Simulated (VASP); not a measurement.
# ZnO (P6_3/mmc) in VASP: notebook

ZnO is run at these levels: PBE; tasks: single point.

All numbers are computed with VASP 6.6.1; they aren't measurements. Logs are shortened: lines on timing, memory, paths and dates and some standing lists are left out, and cuts for length are marked.

## Step 1: The cell of the first run

The structure is hexagonal, space group P6_3/mmc (No. 194). Conventional cell: a = 3.288 Å, b = 3.288 Å, c = 7.130 Å, α = 90.00°, β = 90.00°, γ = 120.00°. Within 2.5 Å of Zn (site symmetry -6m2) lie 3 O at 1.90 Å. O (site symmetry -6m2) has 3 Zn at 1.90 Å within 2.5 Å.

## Step 2: Single point, PBE

INCAR reads:

```
SYSTEM = ZnO
PREC = Accurate ; ENCUT = 520
EDIFF = 1E-6 ; ISMEAR = -1
SIGMA = 0.05 ; LREAL = .False.
LASPH = .True. ; NELM = 100
ALGO = Normal ; ISIF = 2
LWAVE = .False. ; LCHARG = .False.
GGA = PE ; NBANDS = 26
```

KPOINTS reads:

```
Automatic mesh
0
Gamma
  9 9 4
  0 0 0
```

POSCAR reads:

```
ZnO
1.0
    3.2879671587      0.0000000000      0.0000000000
   -1.6439835793      2.8474630862      0.0000000000
    0.0000000000      0.0000000000      7.1304413500
Zn O
2 2
Direct
    0.0000000000      0.0000000000      0.2500000000
    0.0000000000      0.0000000000      0.7500000000
    0.6666666667      0.3333333333      0.7500000000
    0.3333333333      0.6666666667      0.2500000000
```

Potentials or basis: VASP PAW PBE potentials, release 64 (Zn, O).

Launch:

```bash
cat potpaw_PBE.64/Zn/POTCAR potpaw_PBE.64/O/POTCAR > POTCAR
mpirun -np 1 vasp_std > vasp.out
```

OUTCAR:

```text
SYSTEM = ZnO
   PREC = Accurate
   ENCUT = 520
   EDIFF = 1E-6
   ISMEAR = -1
   LREAL = .False.
   LASPH = .True.
   NELM = 100
   ISIF = 2
   GGA = PE

 ion  position               nearest neighbor table
   1  0.000  0.000  0.250-   4 1.90   4 1.90   4 1.90
   2  0.000  0.000  0.750-   3 1.90   3 1.90   3 1.90
   3  0.667  0.333  0.750-   2 1.90   2 1.90   2 1.90
   4  0.333  0.667  0.250-   1 1.90   1 1.90   1 1.90

  LATTYP: Found a hexagonal cell.
 ALAT       =     3.2879671587
 C/A-ratio  =     2.1686473757

  Lattice vectors:

 A1 = (   3.2879671587,   0.0000000000,   0.0000000000)
 A2 = (  -1.6439835793,   2.8474630862,   0.0000000000)
 A3 = (   0.0000000000,   0.0000000000,   7.1304413500)

Analysis of symmetry for initial positions (statically):
=====================================================================
 Subroutine PRICEL returns:
 Original cell was already a primitive cell.

 Routine SETGRP: Setting up the symmetry group for a
 hexagonal supercell.

 Subroutine GETGRP returns: Found 24 space group operations
 (whereof 12 operations were pure point group operations)
 out of a pool of 24 trial point group operations.

The static configuration has the point symmetry D_3d.
 The point group associated with its full space group is D_6h.

Analysis of symmetry for dynamics (positions and initial velocities):
=====================================================================
 Subroutine PRICEL returns:
 Original cell was already a primitive cell.

 Routine SETGRP: Setting up the symmetry group for a
 hexagonal supercell.

 Subroutine GETGRP returns: Found 24 space group operations
 (whereof 12 operations were pure point group operations)
 out of a pool of 24 trial point group operations.

The dynamic configuration has the point symmetry D_3d.
 The point group associated with its full space group is D_6h.

 Subroutine INISYM returns: Found 24 space group operations
 (whereof 12 operations are pure point group operations),
 and found     1 'primitive' translations

----------------------------------------------------------------------------------------

                                     Primitive cell

  volume of cell :      66.7578

  direct lattice vectors                    reciprocal lattice vectors
     3.287967159  0.000000000  0.000000000     0.304139291  0.175594901  0.000000000
    -1.643983579  2.847463086  0.000000000     0.000000000  0.351189803  0.000000000
     0.000000000  0.000000000  7.130441350     0.000000000  0.000000000  0.140243773

  length of vectors
     3.287967159  3.287967159  7.130441350     0.351189803  0.351189803  0.140243773

  position of ions in fractional coordinates (direct lattice)
     0.000000000  0.000000000  0.250000000
     0.000000000  0.000000000  0.750000000
     0.666666667  0.333333333  0.750000000
     0.333333333  0.666666667  0.250000000

  ion indices of the primitive-cell ions
   primitive index   ion index
                 1           1
                 2           2
                 3           3
                 4           4

----------------------------------------------------------------------------------------

 KPOINTS: Automatic mesh

Automatic generation of k-mesh.
 Grid dimensions read from file:
 generate k-points for:    9    9    4

 Generating k-lattice:

  Cartesian coordinates                     Fractional coordinates (reciprocal lattice)
     0.033793255  0.019510545  0.000000000     0.111111111  0.000000000  0.000000000
     0.000000000  0.039021089  0.000000000     0.000000000  0.111111111  0.000000000
     0.000000000  0.000000000  0.035060943     0.000000000  0.000000000  0.250000000

  Length of vectors
     0.039021089  0.039021089  0.035060943

  Shift w.r.t. Gamma in fractional coordinates (k-lattice)
     0.000000000  0.000000000  0.000000000

 Subroutine IBZKPT returns following result:
 ===========================================

 Found     36 irreducible k-points:

 Following reciprocal coordinates:
            Coordinates               Weight
  0.000000  0.000000  0.000000      1.000000
  0.111111  0.000000  0.000000      6.000000
  0.222222  0.000000  0.000000      6.000000
  0.333333  0.000000  0.000000      6.000000
  0.444444  0.000000  0.000000      6.000000
  0.111111  0.111111  0.000000      6.000000
[... 16 lines left out ...]
  0.333333  0.222222  0.250000     24.000000
  0.333333  0.333333  0.250000      4.000000
 [... further k-points ...]
   k-points           NKPTS =     36   k-points in BZ     NKDIM =     36   number of bands    NBANDS=     26
   number of dos      NEDOS =    301   number of ions     NIONS =      4
   total plane-waves  NPLWV =  31104
   dimension x,y,z NGX =    24 NGY =   24 NGZ =   54
   dimension x,y,z NGXF=    48 NGYF=   48 NGZF=  108
   ions per type =               2   2
   NGX,Y,Z   is equivalent  to a cutoff of  12.13, 12.13, 12.59 a.u.
   NGXF,Y,Z  is equivalent  to a cutoff of  24.27, 24.27, 25.18 a.u.
 SYSTEM =  ZnO
   PREC   = accura    normal or accurate (medium, high low for compatibility)
   ISTART =      0    job   : 0-new  1-cont  2-samecut
   ICHARG =      2    charge: 1-file 2-atom 10-const
   ISPIN  =      1    spin polarized calculation?
   LNONCOLLINEAR =      F non collinear calculations
   LSORBIT =      F    spin-orbit coupling
   LASPH  =      T    aspherical Exc in radial PAW
   ENCUT  =  520.0 eV  38.22 Ry    6.18 a.u.   6.11  6.11 13.26*2*pi/ulx,y,z
   NELM   =    100;   NELMIN=  2; NELMDL= -5     # of ELM steps
   EDIFF  = 0.1E-05   stopping-criterion for ELM
   LREAL  =      F    real-space projection
   EDIFFG = 0.1E-04   stopping-criterion for IOM
   NSW    =      0    number of steps for IOM
   IBRION =     -1    ionic relax: 0-MD 1-quasi-New 2-CG
   NFREE  =      0    steps in history (QN), initial steepest desc. (CG)
   ISIF   =      2    stress and relaxation
   ISYM   =      2    0-nonsym 1-usesym 2-fastsym
   POTIM  = 0.5000    time-step for ionic-motion
   TEBEG  =    0.0;   TEEND  =   0.0 temperature during run
   PSTRESS=    0.0 pullay stress
   NELECT =      36.0000    total number of electrons
   NUPDOWN=      -1.0000    fix difference up-down
   EMIN   =  10.00;   EMAX   =-10.00  energy-range for DOS
   EFERMI =   0.00;   METHOD = LEGACY
   ISMEAR =    -1;   SIGMA  =   0.05  broadening in eV -4-tet -1-fermi 0-gaus
   EFERMI_NEDOS =   21; number of points for ismear=-14 and -15
   IALGO  =     38    algorithm
   IMIX   =      4    mixing-type and parameters
     AMIX     =   0.40;   BMIX     =  1.00
     AMIX_MAG =   1.60;   BMIX_MAG =  1.00
  volume/ion in A,a.u.               =      16.69       112.63
  Fermi-wavevector in a.u.,A,eV,Ry     =   1.332524  2.518105 24.158775  1.775620
  Thomas-Fermi vector in A             =   2.461452
   LORBIT       =      0    0 simple, 1 ext, 2 COOP (PROOUT), +10 PAW based schemes
   GGA     = PE    functional components
   LHFCALC =     F    Hartree Fock is set to
   AEXX    =    0.0000 exact exchange contribution
   IVDW    =     0    specifies the selected vdW correction
   LEPSILON=     F    determine dielectric tensor
   LRPA    =     F    only Hartree local field effects (RPA)
 non-spin polarized calculation
  energy-cutoff  :      520.00
  volume of cell :       66.76
 maximum number of plane-waves:      1824
   NGX = 13   NGY = 13   NGZ = 27

 number of electron      36.0000026 magnetization

 Free energy of the ion-electron system (eV)
  ---------------------------------------------------
  ext. energy  EPLUGINS =         0.00000000
  ---------------------------------------------------
  free energy    TOTEN  =       -16.96707767 eV

  energy without entropy =      -16.96707166  energy(sigma->0) =      -16.96707466

 E-fermi :  -0.2811     XC(G=0):  -8.9274

 val. band max:       -0.7619632897   @ k =   0.0000   0.0000   0.0000
 cond. band min:       0.0625835541   @ k =   0.0000   0.0000   0.0000
 fundamental gap:      0.8245468438
 Fermi energy:        -0.2810843316

 k-point     1 :       0.0000    0.0000    0.0000
  band No.  band energies     occupation
      1     -18.2246      2.00000
      2     -18.1441      2.00000
      3      -6.8691      2.00000
      4      -6.8691      2.00000
      5      -6.8546      2.00000
      6      -6.8546      2.00000
[... 18 lines left out ...]
     25      12.0595      0.00000
     26      12.8503      0.00000

 k-point     2 :       0.1111    0.0000    0.0000
  band No.  band energies     occupation
      1     -18.1686      2.00000
      2     -18.0928      2.00000
      3      -6.8904      2.00000
      4      -6.8787      2.00000
      5      -6.7880      2.00000
      6      -6.7733      2.00000
[... 18 lines left out ...]
     25      11.9307      0.00000
     26      12.2854      0.00000

 k-point     3 :       0.2222    0.0000    0.0000
  band No.  band energies     occupation
      1     -18.0236      2.00000
      2     -17.9610      2.00000
      3      -6.9046      2.00000
      4      -6.8989      2.00000
      5      -6.5616      2.00000
      6      -6.5471      2.00000
[... 18 lines left out ...]
     25      11.4048      0.00000
     26      12.8011      0.00000

 k-point     4 :       0.3333    0.0000    0.0000
  band No.  band energies     occupation
      1     -17.8517      2.00000
      2     -17.8086      2.00000
      3      -6.8250      2.00000
      4      -6.8241      2.00000
      5      -6.2530      2.00000
      6      -6.2404      2.00000
[... 18 lines left out ...]
     25      11.3323      0.00000
     26      12.4187      0.00000
[... 496 lines left out ...]
      1     -17.7711      2.00000
      2     -17.7476      2.00000
      3      -6.7240      2.00000
      4      -6.7194      2.00000
      5      -6.0400      2.00000
      6      -6.0375      2.00000
[... 18 lines left out ...]
     25      10.1877      0.00000
     26      11.4671      0.00000

 k-point    23 :       0.3333    0.2222    0.2500
  band No.  band energies     occupation
      1     -17.6823      2.00000
      2     -17.6717      2.00000
      3      -6.5379      2.00000
      4      -6.5324      2.00000
      5      -6.0428      2.00000
      6      -5.9744      2.00000
[... 18 lines left out ...]
     25       9.6003      0.00000
     26      10.3466      0.00000

 k-point    24 :       0.3333    0.3333    0.2500
  band No.  band energies     occupation
      1     -17.6492      2.00000
      2     -17.6492      2.00000
      3      -6.4414      2.00000
      4      -6.4311      2.00000
      5      -6.0100      2.00000
      6      -6.0100      2.00000
[... 18 lines left out ...]
     25       9.0690      0.00000
     26       9.5183      0.00000

 [... further k-points ...]
[... 5 lines left out ...]
  --------------------------------------------------------------------------------------
  -------------------------------------------------------------------------------------
  Total        0.0129015      0.0129015      0.0992489      0.0000000      0.0000000      0.0000000
  in kB        0.3096351      0.3096351      2.3819581      0.0000000      0.0000000      0.0000000
  external PRESSURE =       1.0004094 kB  Pullay stress =       0.0000000 kB

 VOLUME and BASIS-vectors are now :
 -----------------------------------------------------------------------------
  energy-cutoff  :      520.00
  volume of cell :       66.76
      direct lattice vectors                 reciprocal lattice vectors
     3.287967159  0.000000000  0.000000000     0.304139291  0.175594901  0.000000000
    -1.643983579  2.847463086  0.000000000     0.000000000  0.351189803  0.000000000
     0.000000000  0.000000000  7.130441350     0.000000000  0.000000000  0.140243773

 POSITION                                       TOTAL-FORCE (eV/Angst)
 -----------------------------------------------------------------------------------
      0.00000      0.00000      1.78261        -0.000000      0.000000     -0.000000
      0.00000      0.00000      5.34783        -0.000000      0.000000      0.000000
      1.64398      0.94915      5.34783        -0.000000     -0.000000      0.000000
     -0.00000      1.89831      1.78261         0.000000      0.000000     -0.000000
 -----------------------------------------------------------------------------------
    total drift:                               -0.000000      0.000000      0.000000

  FREE ENERGIE OF THE ION-ELECTRON SYSTEM (eV)
  ---------------------------------------------------
  free  energy   TOTEN  =       -16.9670776666 eV

  energy  without entropy=      -16.9670716614  energy(sigma->0) =      -16.96707466
```

It took 33 s on 1 thread of Intel Xeon Platinum 8559C (Emerald Rapids), shared host; peak memory 0.2 GiB.

What came out:

```yaml
Free_energy: -16.9671 eV
Pressure: 0.1 GPa
Band_gap_on_the_k_mesh: 0.82 eV, direct
```

A k mesh can miss the band edges. As with any semilocal functional, this PBE gap is likely too small.

## Step 3: Single point, PBE

This run uses another cell than the first one, of 17.02 Å³/atom, 1.020 times its volume.

INCAR reads:

```
SYSTEM = ZnO
PREC = Accurate
ENCUT = 520
EDIFF = 1E-6
ISMEAR = -1
SIGMA = 0.05
LREAL = .FALSE.
LASPH = .TRUE.
NELM = 80
ALGO = Normal
ISIF = 2
LWAVE = .FALSE.
LCHARG = .FALSE.
GGA = PE
NBANDS = 26
```

KPOINTS reads:

```
Automatic mesh
0
G
  9 9 4
  0 0 0
```

POSCAR reads:

```
ZnO
1.0
    3.3097424102      0.0000000000      0.0000000000
   -1.6548712051      2.8663210072      0.0000000000
    0.0000000000      0.0000000000      7.1776641921
Zn O
2 2
Direct
    0.0000000000      0.0000000000      0.2500000000
    0.0000000000      0.0000000000      0.7500000000
    0.6666666667      0.3333333333      0.7500000000
    0.3333333333      0.6666666667      0.2500000000
```

Potentials or basis: VASP PAW PBE potentials, release 64 (Zn, O).

Launch:

```bash
cat potpaw_PBE.64/Zn/POTCAR potpaw_PBE.64/O/POTCAR > POTCAR
mpirun -np 1 vasp_std > vasp.out
```

It took 54 s on 1 thread of Intel Xeon Platinum 8559C (Emerald Rapids), shared host; peak memory 0.22 GiB.

The run converged. Its results:

```yaml
Free_energy: -16.9612 eV
Pressure: -1.6 GPa
Band_gap_on_the_k_mesh: 0.82 eV, direct
```

Stress tensor (GPa, compression positive):
```
-2.51  0.00  0.00
 0.00 -2.51  0.00
 0.00  0.00  0.18
```

Levels at points of the mesh, in eV from the valence-band top:
| k point | band 14 | band 15 | band 16 | band 17 | band 18 | band 19 | band 20 | band 21 | band 22 | band 23 |
| --- | --- | --- | --- | --- | --- | --- | --- | --- | --- | --- |
| (0.00, 0.00, 0.00) | -1.63 | -0.01 | -0.01 | 0.00 | 0.00 | 0.82 | 3.28 | 5.18 | 10.84 | 11.01 |
| (0.00, 0.00, 0.50) | -2.41 | 0.00 | 0.00 | 0.00 | 0.00 | 1.91 | 1.91 | 7.22 | 7.22 | 13.06 |
